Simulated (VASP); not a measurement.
Runs of VASP 6.6.1 on Ba. The structure is that of space group Fd-3m (No. 227), or close to it. The cells are those of the table. This isn't the form of Ba at room conditions, which is bcc.

```tsv
task	cell	gap on the mesh (eV)	pressure (GPa)
relaxation of cell and atoms	relaxed to 15 GPa from a = 6.138 Å, angles 60.0°, 2 atoms	none	15.0
single point	a = 4.367 Å, angles 60.0°, 2 atoms	none	52.4
single point	a = 4.745 Å, angles 60.0°, 2 atoms	none	(a)
relaxation of cell and atoms	relaxed from a = 6.138 Å, angles 60.0°, 2 atoms	none	0.0
single point	a = 6.516 Å, angles 60.0°, 2 atoms	none	0.0
```

Alike in all rows: level RPBE; potentials or basis VASP PAW PBE potentials, release 64 (Ba_sv); no spin polarisation; k mesh 5 × 5 × 5; cutoff (eV) 500; smearing gaussian 0.1 eV.

Question: Estimate the missing entries.

Answer: (a) 17.6.

Caveats: the PAW data sets were made with another functional, which shifts forces and pressure a little; spin-orbit coupling is left out, which moves the levels of the heavy elements; the cell stands under pressure (at least some runs); the cell is relaxed towards a set pressure, so the run minimises the enthalpy, not the energy (at least some runs).

A k mesh can miss the band edges, and the runs leave out spin-orbit coupling on Ba.

A gap of «none» marks levels without a gap at the run's occupations.
